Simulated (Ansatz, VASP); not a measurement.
# One calculation of W, two programs

INCAR

```
  PREC = Accurate
  ENCUT = 500
  EDIFF = 1E-6
  ISMEAR = 0
  SIGMA = 0.15
  LREAL = F
  LASPH = T
  NELM = 120
  ALGO = Normal
  ISIF = 2
  LWAVE = F
  LCHARG = F
  GGA = PE
  NBANDS = 13
  GGA_COMPAT = F
```

The input KPOINTS:

```
Automatic mesh
0
Gamma
  26 26 26
```

POSCAR

```
W
1.0
   -1.5917793224      1.6037176673      1.6037176673
    1.5917793224     -1.5798409775      1.5798409775
    1.5917793224      1.5798409775     -1.5798409775
W
1
Direct
    0.0000000000      0.0000000000      0.0000000000
```

Input for Ansatz:

```yaml
crystal:
  lattice:
    - [-1.5917793224, 1.6037176673, 1.6037176673]
    - [1.5917793224, -1.5798409775, 1.5798409775]
    - [1.5917793224, 1.5798409775, -1.5798409775]
  atoms:
    - { symbol: W, position: [0.0, 0.0, 0.0] }
basis:
  ecutwfc: 420
kpoints:
  mp_grid: { grid: [26, 26, 26] }
hamiltonian:
  xc: pbe
scf:
  occupations: { method: gaussian, width: 0.15 }
output:
  forces: true
  stress: true
  eigenvalues: true
```

Change from the starting cell: strain +0.0150 x Voigt [0, 0, 0, 1, 0, 0], atoms carried along.

Alike in both runs: task single point; functional PBE; k mesh 26 × 26 × 26; occupations gaussian, width 0.15 eV; no spin polarisation.

|  | VASP | Ansatz |
| --- | --- | --- |
| version | VASP 6.6.1 | Ansatz 0.2.0 |
| potentials or method | VASP PAW PBE potentials, release 64 (W_sv), cutoff 500 eV | scalar-relativistic, plane waves, PAW |
| valence electrons in the cell | 14 | 14 |

Ansatz gave:

* gap on the k mesh at the Fermi level (eV): none
* pressure (GPa): 0.1
* traceless stress, the component that is largest in VASP (GPa): -2.14

**Question.** Estimate VASP's values.

**Answer.** gap on the k mesh at the Fermi level (eV): none; pressure (GPa): 0.6; traceless stress, the component that is largest in VASP (GPa): -2.17.

A gap of «none» marks a metal or a gap that the smearing closes.

Neither program's run includes spin-orbit coupling.
